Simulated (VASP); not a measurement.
A run of VASP 6.6.1 is set up as follows.

Contents of INCAR:

```
ALGO = Normal
EDIFF = 1E-7
ENCUT = 520
GGA = PS
ISIF = 2
ISMEAR = -1
LASPH = T
LCHARG = F
LREAL = F
LWAVE = F
NBANDS = 28
NELM = 80
PREC = Accurate
SIGMA = 0.05
```

KPOINTS

```
k-points
0
Gamma
  7 7 6
```

File POSCAR:

```
PbS
1.0
    2.0937276176     -6.0309754840      0.0000000000
    2.0937276176      6.0309754840      0.0000000000
    0.0000000000      0.0000000000      4.3076616397
Pb S
2 2
Direct
    0.1305633500      0.8694366500      0.2500000000
    0.8694366500      0.1305633500      0.7500000000
    0.3547970900      0.6452029100      0.2500000000
    0.6452029100      0.3547970900      0.7500000000
```

Potentials or basis: VASP PAW PBE potentials, release 64 (Pb_d, S).

Launch:

```bash
$ cat potpaw_PBE.64/Pb_d/POTCAR potpaw_PBE.64/S/POTCAR > POTCAR
$ mpirun -np 1 vasp_std > vasp.out
```

Problem. Estimate the pressure.

Solution. -2.8 GPa.

Problem. Predict the band gap on the k mesh.

Solution. 1.20 eV, indirect (least direct gap 1.33 eV).

Problem. Predict the largest force.

Solution. 0.153 eV/Å.

Stress tensor (GPa, compression positive):
```
-2.96  0.00  0.00
 0.00 -2.47  0.00
 0.00  0.00 -3.11
```

Caveat: the PAW data sets were made with another functional, which shifts forces and pressure a little; spin-orbit coupling is left out, which moves the levels of the heavy elements. A k mesh can miss the band edges.
